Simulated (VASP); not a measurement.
# CsMoPb4 (P-3m1) in VASP: notebook

Runs on CsMoPb4. Level: PBE. Tasks: relaxation of cell and atoms, single point.

All numbers are computed with VASP 6.6.1; they aren't measurements. Logs are shortened: lines on timing, memory, paths and dates and some standing lists are left out, and cuts for length are marked.

## Step 1: The cell of the first run

It takes space group P-3m1 (No. 164, trigonal). The conventional cell has a = 3.991 Å, b = 3.991 Å, c = 15.110 Å, α = 90.00°, β = 90.00°, γ = 120.00°. Within 4.0 Å of Cs (site symmetry -3m) lie 6 Pb at 2.95 Å and 6 Cs at 3.99 Å. Mo (site symmetry -3m) has 6 Pb at 3.02 Å and 6 Mo at 3.99 Å within 4.0 Å. Within 4.0 Å of Pb (site symmetry 3m) lie 3 Cs at 2.95 Å and 6 Pb at 3.99 Å. Within 4.0 Å of Pb (site symmetry 3m) lie 3 Mo at 3.02 Å and 6 Pb at 3.99 Å.

The cell was built from a structure type or drawn by symmetry, and may not be a known phase.

## Step 2: Relaxation of cell and atoms, PBE

INCAR

```
SYSTEM = CsMoPb4
ALGO = Normal
EDIFF = 1E-6
EDIFFG = -0.04
ENCUT = 600
GGA = PE
IBRION = 2
ISIF = 3
ISMEAR = 0
LASPH = .TRUE.
LCHARG = .FALSE.
LREAL = .FALSE.
LWAVE = .FALSE.
NELM = 100
NSW = 90
PREC = Accurate
SIGMA = 0.1
```

KPOINTS

```
k-points
0
G
  6 6 1
  0 0 0
```

POSCAR

```
CsMoPb4
1.0
    3.9914028400      0.0000000000      0.0000000000
   -1.9957014200      3.4566562500      0.0000000000
    0.0000000000      0.0000000000     15.1096425800
Cs Mo Pb
1 1 4
Direct
    0.0000000000      0.0000000000      0.0000000000
    0.0000000000      0.0000000000      0.5000000000
    0.3333333300      0.6666666700      0.8780300000
    0.3333333300      0.6666666700      0.3713200100
    0.6666666700      0.3333333300      0.6286799900
    0.6666666700      0.3333333300      0.1219700000
```

Potentials or basis: VASP PAW PBE potentials, release 64 (Cs_sv, Mo_sv, Pb_d).

Started as:

```sh
cat potpaw_PBE.64/Cs_sv/POTCAR potpaw_PBE.64/Mo_sv/POTCAR potpaw_PBE.64/Pb_d/POTCAR > POTCAR
mpirun -np 1 vasp_std > vasp.out
```

OUTCAR:

```text
SYSTEM = CsMoPb4
   EDIFF = 1E-6
   EDIFFG = -0.04
   ENCUT = 600
   GGA = PE
   IBRION = 2
   ISIF = 3
   ISMEAR = 0
   LASPH = .TRUE.
   LREAL = .FALSE.
   NELM = 100
   NSW = 90
   PREC = Accurate

 ion  position               nearest neighbor table
   1  0.000  0.000  0.000-   3 2.95   6 2.95   3 2.95   6 2.95   6 2.95   3 2.95
   2  0.000  0.000  0.500-   4 3.02   5 3.02   4 3.02   5 3.02   5 3.02   4 3.02
   3  0.333  0.667  0.878-   1 2.95   1 2.95   1 2.95
   4  0.333  0.667  0.371-   2 3.02   2 3.02   2 3.02
   5  0.667  0.333  0.629-   2 3.02   2 3.02   2 3.02
   6  0.667  0.333  0.122-   1 2.95   1 2.95   1 2.95

  LATTYP: Found a hexagonal cell.
 ALAT       =     3.9914028400
 C/A-ratio  =     3.7855468831

  Lattice vectors:

 A1 = (   3.9914028400,   0.0000000000,   0.0000000000)
 A2 = (  -1.9957014200,   3.4566562500,   0.0000000000)
 A3 = (   0.0000000000,   0.0000000000,  15.1096425800)

Analysis of symmetry for initial positions (statically):
=====================================================================
 Subroutine PRICEL returns:
 Original cell was already a primitive cell.

 Routine SETGRP: Setting up the symmetry group for a
 hexagonal supercell.

 Subroutine GETGRP returns: Found 12 space group operations
 (whereof 12 operations were pure point group operations)
 out of a pool of 24 trial point group operations.

The static configuration has the point symmetry D_3d.

Analysis of symmetry for dynamics (positions and initial velocities):
=====================================================================
 Subroutine PRICEL returns:
 Original cell was already a primitive cell.

 Routine SETGRP: Setting up the symmetry group for a
 hexagonal supercell.

 Subroutine GETGRP returns: Found 12 space group operations
 (whereof 12 operations were pure point group operations)
 out of a pool of 24 trial point group operations.

The dynamic configuration has the point symmetry D_3d.

 Subroutine INISYM returns: Found 12 space group operations
 (whereof 12 operations are pure point group operations),
 and found     1 'primitive' translations

----------------------------------------------------------------------------------------

                                     Primitive cell

  volume of cell :     208.4663

  direct lattice vectors                    reciprocal lattice vectors
     3.991402840  0.000000000  0.000000000     0.250538480  0.144648459  0.000000000
    -1.995701420  3.456656250  0.000000000     0.000000000  0.289296918  0.000000000
     0.000000000  0.000000000 15.109642580     0.000000000  0.000000000  0.066182902

  length of vectors
     3.991402840  3.991402835 15.109642580     0.289296918  0.289296918  0.066182902

  position of ions in fractional coordinates (direct lattice)
     0.000000000  0.000000000  0.000000000
     0.000000000  0.000000000  0.500000000
     0.333333330  0.666666670  0.878030000
     0.333333330  0.666666670  0.371320010
     0.666666670  0.333333330  0.628679990
     0.666666670  0.333333330  0.121970000

  ion indices of the primitive-cell ions
   primitive index   ion index
                 1           1
                 2           2
                 3           3
                 4           4
                 5           5
                 6           6

----------------------------------------------------------------------------------------

 KPOINTS: k-points

Automatic generation of k-mesh.
 Grid dimensions read from file:
 generate k-points for:    6    6    1

 Generating k-lattice:

  Cartesian coordinates                     Fractional coordinates (reciprocal lattice)
     0.041756413  0.024108077  0.000000000     0.166666667  0.000000000  0.000000000
     0.000000000  0.048216153  0.000000000     0.000000000  0.166666667  0.000000000
     0.000000000  0.000000000  0.066182902     0.000000000  0.000000000  1.000000000

  Length of vectors
     0.048216153  0.048216153  0.066182902

  Shift w.r.t. Gamma in fractional coordinates (k-lattice)
     0.000000000  0.000000000  0.000000000

 Subroutine IBZKPT returns following result:
 ===========================================

 Found      7 irreducible k-points:

 Following reciprocal coordinates:
            Coordinates               Weight
  0.000000  0.000000  0.000000      1.000000
  0.166667  0.000000  0.000000      6.000000
  0.333333  0.000000  0.000000      6.000000
  0.500000 -0.000000  0.000000      3.000000
  0.166667  0.166667  0.000000      6.000000
  0.333333  0.166667  0.000000     12.000000
  0.333333  0.333333  0.000000      2.000000
   k-points           NKPTS =      7   k-points in BZ     NKDIM =      7   number of bands    NBANDS=     47
   number of dos      NEDOS =    301   number of ions     NIONS =      6
   total plane-waves  NPLWV = 129024
   dimension x,y,z NGX =    32 NGY =   32 NGZ =  126
   dimension x,y,z NGXF=    64 NGYF=   64 NGZF=  252
   ions per type =               1   1   4
   NGX,Y,Z   is equivalent  to a cutoff of  13.33, 13.33, 13.86 a.u.
   NGXF,Y,Z  is equivalent  to a cutoff of  26.66, 26.66, 27.73 a.u.
 SYSTEM =  CsMoPb4
   PREC   = accura    normal or accurate (medium, high low for compatibility)
   ISTART =      0    job   : 0-new  1-cont  2-samecut
   ICHARG =      2    charge: 1-file 2-atom 10-const
   ISPIN  =      1    spin polarized calculation?
   LNONCOLLINEAR =      F non collinear calculations
   LSORBIT =      F    spin-orbit coupling
   LASPH  =      T    aspherical Exc in radial PAW
   ENCUT  =  600.0 eV  44.10 Ry    6.64 a.u.   7.97  7.97 30.18*2*pi/ulx,y,z
   NELM   =    100;   NELMIN=  2; NELMDL= -5     # of ELM steps
   EDIFF  = 0.1E-05   stopping-criterion for ELM
   LREAL  =      F    real-space projection
   EDIFFG = -.4E-01   stopping-criterion for IOM
   NSW    =     90    number of steps for IOM
   IBRION =      2    ionic relax: 0-MD 1-quasi-New 2-CG
   NFREE  =      1    steps in history (QN), initial steepest desc. (CG)
   ISIF   =      3    stress and relaxation
   ISYM   =      2    0-nonsym 1-usesym 2-fastsym
   POTIM  = 0.5000    time-step for ionic-motion
   TEBEG  =    0.0;   TEEND  =   0.0 temperature during run
   PSTRESS=    0.0 pullay stress
   NELECT =      79.0000    total number of electrons
   NUPDOWN=      -1.0000    fix difference up-down
   EMIN   =  10.00;   EMAX   =-10.00  energy-range for DOS
   EFERMI =   0.00;   METHOD = LEGACY
   ISMEAR =     0;   SIGMA  =   0.10  broadening in eV -4-tet -1-fermi 0-gaus
   EFERMI_NEDOS =   21; number of points for ismear=-14 and -15
   IALGO  =     38    algorithm
   IMIX   =      4    mixing-type and parameters
     AMIX     =   0.40;   BMIX     =  1.00
     AMIX_MAG =   1.60;   BMIX_MAG =  1.00
  volume/ion in A,a.u.               =      34.74       234.47
  Fermi-wavevector in a.u.,A,eV,Ry     =   1.184691  2.238742 19.095689  1.403494
  Thomas-Fermi vector in A             =   2.320900
   LORBIT       =      0    0 simple, 1 ext, 2 COOP (PROOUT), +10 PAW based schemes
   GGA     = PE    functional components
   LHFCALC =     F    Hartree Fock is set to
   AEXX    =    0.0000 exact exchange contribution
   IVDW    =     0    specifies the selected vdW correction
   LEPSILON=     F    determine dielectric tensor
   LRPA    =     F    only Hartree local field effects (RPA)
 conjugate gradient relaxation of ions
 non-spin polarized calculation
 Gauss-broadening in eV      SIGMA  =   0.10
  energy-cutoff  :      600.00
  volume of cell :      208.47
 maximum number of plane-waves:      6996
 NGX is ok and might be reduce to    32
   NGX = 15   NGY = 15   NGZ = 61

--------------------------------------- Ionic step        1  -------------------------------------------

 number of electron      78.9999993 magnetization

 Free energy of the ion-electron system (eV)
  ---------------------------------------------------
  ext. energy  EPLUGINS =         0.00000000
  ---------------------------------------------------
  free energy    TOTEN  =       -17.31938379 eV

  energy without entropy =      -17.28970612  energy(sigma->0) =      -17.30454495

------------------------ aborting loop because EDIFF is reached ----------------------------------------

  FORCE on cell =-STRESS in cart. coord.  units (eV):
  Direction    XX          YY          ZZ          XY          YZ          ZX
  --------------------------------------------------------------------------------------
  -------------------------------------------------------------------------------------
  Total        3.5244487      3.5244487      9.5237235      0.0000000      0.0000000      0.0000000
  in kB       27.0873069     27.0873068     73.1950002      0.0000000      0.0000000      0.0000000
  external PRESSURE =      42.4565380 kB  Pullay stress =       0.0000000 kB
[... 101 lines left out ...]
  FREE ENERGIE OF THE ION-ELECTRON SYSTEM (eV)
  ---------------------------------------------------
  free  energy   TOTEN  =       -19.1651923513 eV

  energy  without entropy=      -19.1146515397  energy(sigma->0) =      -19.13992195

 E-fermi :   4.1430     XC(G=0):  -8.9075

 val. band max:        4.1404331969   @ k =   0.1667   0.0000   0.0000
 cond. band min:       4.1509652074   @ k =   0.1667   0.1667   0.0000
 fundamental gap:      0.0105320105
 Fermi energy:         4.1430080896

 k-point     1 :       0.0000    0.0000    0.0000
  band No.  band energies     occupation
      1     -56.5491      2.00000
      2     -30.6514      2.00000
      3     -30.6514      2.00000
      4     -30.4998      2.00000
      5     -18.8334      2.00000
      6     -12.8079      2.00000
[... 339 lines left out ...]
     46       5.6628      0.00000
     47       5.6628      0.00000

 E-fermi :   6.2751     XC(G=0):  -9.9341

 val. band max:        6.2729885932   @ k =   0.1667   0.0000   0.0000
 cond. band min:       6.3154378696   @ k =   0.5000  -0.0000   0.0000
 fundamental gap:      0.0424492764
 Fermi energy:         6.2751069202

 k-point     1 :       0.0000    0.0000    0.0000
  band No.  band energies     occupation
      1     -54.3053      2.00000
      2     -28.3460      2.00000
      3     -28.3392      2.00000
      4     -28.3392      2.00000
      5     -18.2713      2.00000
      6     -10.6182      2.00000
[... 339 lines left out ...]
     46       7.8344      0.00000
     47       8.2699      0.00000

[... ionic steps 4 to 24 ...]

--------------------------------------- Ionic step       25  -------------------------------------------

 number of electron      79.0000004 magnetization

------------------------ aborting loop because EDIFF is reached ----------------------------------------
[... 75 lines left out ...]
--------------------------------------- Ionic step       27  -------------------------------------------

 number of electron      78.9999993 magnetization

 Free energy of the ion-electron system (eV)
  ---------------------------------------------------
  ext. energy  EPLUGINS =         0.00000000
  ---------------------------------------------------
  free energy    TOTEN  =       -23.22790834 eV

  energy without entropy =      -23.19451159  energy(sigma->0) =      -23.21120997

 E-fermi :   6.6402     XC(G=0): -10.1077

 val. band max:        6.6021080793   @ k =   0.5000  -0.0000   0.0000
 cond. band min:       6.6467073916   @ k =   0.1667   0.1667   0.0000
 fundamental gap:      0.0445993123
 Fermi energy:         6.6401923410

 k-point     1 :       0.0000    0.0000    0.0000
  band No.  band energies     occupation
      1     -54.0475      2.00000
      2     -28.1190      2.00000
      3     -28.0921      2.00000
      4     -28.0921      2.00000
      5     -17.5465      2.00000
      6     -10.3233      2.00000
[... 372 lines left out ...]
  FREE ENERGIE OF THE ION-ELECTRON SYSTEM (eV)
  ---------------------------------------------------
  free  energy   TOTEN  =       -23.2279083420 eV

  energy  without entropy=      -23.1945115912  energy(sigma->0) =      -23.21120997

 reached required accuracy - stopping structural energy minimisation
```

Wall time 35 min (1 thread of Intel Xeon Platinum 8488C (Sapphire Rapids), shared host); peak memory 0.42 GiB.

What came out:

```
Free energy                           : -23.2279 eV
Relaxed volume                        : 30.10 Å³/atom
Relaxed cell                          : a = 3.528 Å, b = 3.528 Å, c = 16.755 Å, α = 90.00°, β = 90.00°, γ = 120.00°
Space group after relaxing (to 0.1 Å) : P-3m1 (No. 164)
Energy gained by relaxing             : 984.8 meV/atom
Ionic steps                           : 27
Pressure after relaxing               : -0.1 GPa
Largest force after relaxing          : 0.038 eV/Å
Band gap on the k mesh                : zero (an odd number of electrons rules out a gap without spin polarisation)
```

Forces in eV/Å, atoms in the order of the input:
```
Cs   0.000  0.000  0.000
Mo   0.000  0.000  0.000
Pb   0.000  0.000 -0.005
Pb   0.000  0.000 -0.038
Pb   0.000  0.000  0.038
Pb   0.000  0.000  0.005
```

The path:
| step | energy change (eV) | largest force (eV/Å) | pressure (GPa) | volume (Å³) |
| --- | --- | --- | --- | --- |
| 1 | 0.0000 | 4.1511 | 4.25 | 208.47 |
| 2 | -1.6341 | 2.1942 | -2.18 | 237.33 |
| 3 | -1.8458 | 1.6091 | -3.76 | 252.01 |
| 4 | -3.4062 | 1.3870 | -3.43 | 230.88 |
| 5 | -4.3937 | 2.5696 | 10.96 | 169.45 |
| 6 | -5.1058 | 0.9457 | -0.84 | 201.00 |
| 7 | -5.2423 | 1.2089 | 3.21 | 185.23 |
| 8 | -5.2852 | 0.8848 | 1.66 | 190.06 |
| 9 | -5.4694 | 0.3362 | -0.45 | 196.58 |
| 10 | -5.4754 | 0.2378 | -0.84 | 198.33 |
| 11 | -5.5260 | 0.3274 | -0.07 | 192.46 |
| 12 | -5.5460 | 0.4025 | 0.90 | 186.72 |
| 13 | -5.5759 | 0.3503 | 0.79 | 185.85 |
| 14 | -5.6540 | 0.1695 | 0.64 | 183.21 |
| 15 | -5.7342 | 0.4122 | 0.79 | 177.81 |
| 16 | -5.7848 | 0.6302 | 0.37 | 178.32 |
| 17 | -5.7850 | 0.6393 | 0.36 | 178.34 |
| 18 | -5.8410 | 0.4606 | 0.14 | 179.34 |
| 19 | -5.8977 | 0.1316 | -0.14 | 181.81 |
| 20 | -5.8977 | 0.1383 | -0.15 | 181.74 |
| 21 | -5.9006 | 0.1172 | -0.04 | 181.16 |
| 22 | -5.9028 | 0.1184 | 0.27 | 179.99 |
| 23 | -5.9047 | 0.0922 | 0.15 | 180.39 |
| 24 | -5.9057 | 0.0549 | -0.06 | 180.98 |
| 25 | -5.9068 | 0.0522 | -0.09 | 180.90 |
| 26 | -5.9085 | 0.0407 | -0.13 | 180.66 |
| 27 | -5.9085 | 0.0382 | -0.13 | 180.60 |

Final structure:
```
CELL_PARAMETERS angstrom
3.52792 0.00000 0.00000
-1.76396 3.05527 0.00000
0.00000 0.00000 16.75546
ATOMIC_POSITIONS crystal
Cs 0.00000 0.00000 0.00000
Mo 0.00000 0.00000 0.50000
Pb 0.33333 0.66667 0.79862
Pb 0.33333 0.66667 0.37522
Pb 0.66667 0.33333 0.62478
Pb 0.66667 0.33333 0.20138
```

Caveat: the k points lie up to 0.37 Å⁻¹ apart in the final cell, too coarse for converged energies and pressures of a metal; spin-orbit coupling is left out, which moves the levels of the heavy elements.

## Step 3: Single point, PBE

This run uses another cell than the first one, of 30.05 Å³/atom.

INCAR

```
SYSTEM = CsMoPb4
PREC = Accurate
ENCUT = 520
EDIFF = 1E-6
ISMEAR = 0
SIGMA = 0.1
LREAL = .False.
LASPH = .True.
NELM = 100
ALGO = Fast
ISIF = 2
LWAVE = .False.
LCHARG = .False.
GGA = PE
NBANDS = 48
```

KPOINTS

```
regular mesh
0
Gamma
  12 12 4
  0 0 0
```

POSCAR

```
CsMoPb4
1.0
    3.5518091620      0.0000000000      0.0000000000
   -1.7759045810      3.0759569637      0.0000000000
    0.0000000000      0.0000000000     16.5010496076
Cs Mo Pb
1 1 4
Direct
    0.0000000000      0.0000000000      0.0000000000
    0.0000000000      0.0000000000      0.5000000000
    0.3333333333      0.6666666667      0.7953429263
    0.3333333333      0.6666666667      0.3749065761
    0.6666666667      0.3333333333      0.6250934239
    0.6666666667      0.3333333333      0.2046570737
```

Potentials or basis: VASP PAW PBE potentials, release 64 (Cs_sv, Mo_sv, Pb_d).

Started as:

```sh
cat potpaw_PBE.64/Cs_sv/POTCAR potpaw_PBE.64/Mo_sv/POTCAR potpaw_PBE.64/Pb_d/POTCAR > POTCAR
mpirun -np 1 vasp_std > vasp.out
```

Wall time 13 min (1 thread of Intel Xeon Platinum 8488C (Sapphire Rapids), shared host); peak memory 0.66 GiB.

It converged, with:

* Free energy: -23.2390 eV
* Pressure: 0.0 GPa
* Largest force: 0.010 eV/Å
* Band gap on the k mesh: zero (an odd number of electrons rules out a gap without spin polarisation)

Forces on the atoms (eV/Å):
```
Cs   0.000  0.000  0.000
Mo   0.000  0.000  0.000
Pb   0.000  0.000 -0.006
Pb   0.000  0.000 -0.010
Pb   0.000  0.000  0.010
Pb   0.000  0.000  0.006
```

Levels at points of the mesh, in eV from the Fermi level:
| k point | band 38 | band 39 | band 40 | band 41 | band 42 | band 43 |
| --- | --- | --- | --- | --- | --- | --- |
| (0.00, 0.00, 0.00) | 0.18 | 0.33 | 0.33 | 1.21 | 2.44 | 3.53 |
| (0.50, 0.00, 0.00) | -1.06 | -0.60 | -0.19 | -0.07 | 0.44 | 1.36 |
| (0.00, 0.00, 0.50) | 0.32 | 0.33 | 0.33 | 1.45 | 1.84 | 3.53 |
| (0.50, 0.00, 0.50) | -0.77 | -0.64 | -0.60 | -0.07 | 1.01 | 1.11 |

Caveat: spin-orbit coupling is left out, which moves the levels of the heavy elements.
